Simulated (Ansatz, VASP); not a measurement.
# Two plane-wave programs on SnO2

```
Sn O
1.0
     3.12412    1.80371    4.84968
    -3.12412    1.80371    4.84968
     0.00000   -3.60742    4.84968
Sn O
4 8
Direct
  0.86468 0.86468 0.86468
  0.36482 0.36482 0.86482
  0.36482 0.86482 0.36482
  0.86482 0.36482 0.36482
  0.12350 0.62335 0.62335
  0.62335 0.12350 0.62335
  0.62335 0.62335 0.12350
  0.60621 0.60621 0.60621
  0.12347 0.12347 0.12347
  0.10609 0.10609 0.60624
  0.10609 0.60624 0.10609
  0.60624 0.10609 0.10609
```

Alike in both runs: task single point; functional PBEsol; k mesh 6 × 6 × 6; occupations gaussian, width 0.05 eV; no spin polarisation.

```csv
,VASP,Ansatz
version,VASP 6.6.1,Ansatz 0.2.0
potentials or method,"VASP PAW PBE potentials, release 64 (Sn_d, O), cutoff 520 eV","scalar-relativistic, plane waves, PAW"
valence electrons in the cell,104,104
```

Ansatz gave:

```
gap on the k mesh at the Fermi level (eV)                     : 2.33
least direct gap on the mesh (eV)                             : 2.33
pressure (GPa)                                                : 1.1
traceless stress, the component that is largest in VASP (GPa) : -7.50
rms of the force components (eV/Å)                            : 0.356
```

Problem. Which values does VASP return?

Solution. gap on the k mesh at the Fermi level (eV): 2.31; least direct gap on the mesh (eV): 2.31; pressure (GPa): 1.9; traceless stress, the component that is largest in VASP (GPa): -7.89; rms of the force components (eV/Å): 0.322.

VASP's potentials were made for PBE, not for PBEsol, and Ansatz warns of the same on its side. Atom by atom the forces differ by 0.033 eV/Å (rms over components).
